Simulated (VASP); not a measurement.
Write the native input for VASP 6.6.1 that does the following.

```yaml
Task: single point
Functional: PBE
Potentials_or_basis: VASP PAW PBE potentials, release 64 (Zn, Se)
Cutoff: 520 eV
k_mesh: 6 × 6 × 6
Occupations: gaussian, width 0.01 eV
Spin: no spin polarisation
Dipole_correction: no
Further_INCAR_settings: ALGO = Normal; EDIFF = 1e-06; NBANDS = 16
```

The structure of ZnSe (Stilleite) lies in POSCAR:

```
ZnSe
1.0
    0.0000000000      2.8369694732      2.8369694732
    2.8369694732      0.0000000000      2.8369694732
    2.8369694732      2.8369694732      0.0000000000
Zn Se
1 1
Direct
    0.0000000000      0.0000000000      0.0000000000
    0.2500000000      0.2500000000      0.2500000000
```

This cell differs from its parent crystal: volume changed by -3%.

One way to write it, as run:

INCAR

```
SYSTEM = ZnSe
PREC = Accurate
ENCUT = 520
EDIFF = 1E-6
ISMEAR = 0
SIGMA = 0.01
LREAL = .FALSE.
LASPH = .TRUE.
NELM = 60
ALGO = Normal
ISIF = 2
LWAVE = .FALSE.
LCHARG = .FALSE.
GGA = PE
NBANDS = 16
```

KPOINTS

```
Automatic mesh
0
G
  6 6 6
  0 0 0
```

Potentials or basis: VASP PAW PBE potentials, release 64 (Zn, Se).

Command:

```bash
$ cat potpaw_PBE.64/Zn/POTCAR potpaw_PBE.64/Se/POTCAR > POTCAR
$ mpirun -np 1 vasp_std > vasp.out
```

It gave:

```yaml
Pressure: 2.1 GPa
Band_gap_on_the_k_mesh: 1.28 eV, direct
```

Run time: 7.9 s on 1 thread of Intel(R) Xeon(R) 6975P-C (Granite Rapids), with other jobs on the host, peak memory 0.16 GiB.
